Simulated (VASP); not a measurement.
Input of a VASP 6.6.1 run:

The input INCAR:

```
PREC     = Accurate       # precision mode
ENCUT    = 520            # plane-wave cutoff, eV
EDIFF    = 1E-7           # SCF threshold, eV
ISMEAR   = 0              # smearing method
SIGMA    = 0.01           # smearing width, eV
LREAL    = F              # projectors in reciprocal space
LASPH    = T              # aspherical terms in the spheres
NELM     = 80             # most SCF steps
ALGO     = Normal         # electronic algorithm
ISIF     = 2              # what is computed and relaxed
LWAVE    = F              # write WAVECAR
LCHARG   = T              # write CHGCAR
GGA      = PS             # functional
LELF     = T              # ELF
LVHAR    = T            
NBANDS   = 20             # bands
```

KPOINTS

```
regular mesh
0
Gamma
  12 12 4
```

POSCAR

```
Al2O3
1.0
    2.8843249483      0.0000000000      0.0000000000
   -1.4421624742      2.4978986780      0.0000000000
    0.0000000000      0.0000000000      9.3367544600
Al O
2 3
Direct
    0.0000000000      0.0000000000      0.8500076700
    0.0000000000      0.0000000000      0.1499923300
    0.3333333333      0.6666666667      0.7776830800
    0.6666666667      0.3333333333      0.0000000000
    0.3333333333      0.6666666667      0.2223169200
```

Potentials or basis: VASP PAW PBE potentials, release 64 (Al, O).

The run is started by

```console
$ cat potpaw_PBE.64/Al/POTCAR potpaw_PBE.64/O/POTCAR > POTCAR
$ mpirun -np 1 vasp_std > vasp.out
```

Task: What does it give for the band gap on the k mesh?

Result: 4.74 eV (least direct gap 4.98 eV).

Task: What does it give for the pressure?

Result: -2.8 GPa.

Forces on the atoms (eV/Å):
```
Al   0.000  0.000  0.086
Al   0.000  0.000 -0.086
O    0.000  0.000  0.143
O    0.000  0.000  0.000
O    0.000  0.000 -0.143
```

Caveat: the PAW data sets were made with another functional, which shifts forces and pressure a little. A k mesh can miss the band edges.
